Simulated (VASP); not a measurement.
KF, 2 atoms in the cell. Symmetry: R-3m, No. 166, trigonal system. Conventional cell: a = 3.853 Å, b = 3.853 Å, c = 8.995 Å, α = 90.00°, β = 90.00°, γ = 120.00°. Within 3.5 Å of K (site symmetry -3m) lie 6 F at 2.68 Å. Within 3.5 Å of F (site symmetry -3m) lie 6 K at 2.68 Å. 

```yaml
Program: VASP 6.6.1
Task: single point
Functional: PBE
Potentials_or_basis: VASP PAW PBE potentials, release 64 (K_sv, F)
Cutoff: 520 eV
k_mesh: 8 × 8 × 8
Occupations: gaussian, width 0.05 eV
Spin: no spin polarisation
Dipole_correction: no
Further_INCAR_settings: ALGO = Normal; EDIFF = 1e-06; NBANDS = 15
```

Potentials or basis: VASP PAW PBE potentials, release 64 (K_sv, F).

The run is started by

```bash
$ cat potpaw_PBE.64/K_sv/POTCAR potpaw_PBE.64/F/POTCAR > POTCAR
$ mpirun -np 1 vasp_std > vasp.out
```

Hardware: 1 thread of Intel Xeon 8259CL (shared host).

Problem. How long does it take, and how much memory?

Solution. Run time: 48 s on 1 thread of Intel Xeon 8259CL, on a shared host, peak memory 0.18 GiB. Counts: scf iterations 13, k points 65.
